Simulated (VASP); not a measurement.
Write the native input for VASP 6.6.1 that does the following.

```yaml
Task: single point
Functional: LDA
Potentials_or_basis: VASP PAW LDA potentials, release 64 (Mg)
Cutoff: 520 eV
k_mesh: 7 × 7 × 4
Occupations: fermi-dirac, width 0.1 eV
Spin: no spin polarisation
Dipole_correction: no
Further_INCAR_settings: ALGO = Normal; EDIFF = 1e-07; NBANDS = 9
```

The structure of Mg lies in POSCAR:

```
Mg
1.0
    3.1385448989      0.0000000000      0.0000000000
   -1.5692724495      2.7180596134      0.0000000000
    0.0000000000      0.0000000000      5.0954290600
Mg
2
Direct
    0.3333333333      0.6666666667      0.2500000000
    0.6666666667      0.3333333333      0.7500000000
```

The input as run:

INCAR

```
PREC = Accurate
ENCUT = 520
EDIFF = 1E-7
ISMEAR = -1
SIGMA = 0.1
LREAL = F
LASPH = T
NELM = 80
ALGO = Normal
ISIF = 2
LWAVE = F
LCHARG = T
LELF = T
LVHAR = T
NBANDS = 9
```

KPOINTS

```
Automatic mesh
0
Gamma
  7 7 4
```

Potentials or basis: VASP PAW LDA potentials, release 64 (Mg).

Command:

```bash
$ cat potpaw_LDA.64/Mg/POTCAR > POTCAR
$ mpirun -np 1 vasp_std > vasp.out
```

Results of the run:

```
Pressure               : -0.3 GPa
Band gap on the k mesh : zero (band 2 reaches 3.55 eV, above the bottom of band 3 at 1.48 eV)
```

It took 2.9 s on 1 thread of Intel(R) Xeon(R) 6975P-C (Granite Rapids), on a shared host, peak memory 0.13 GiB.
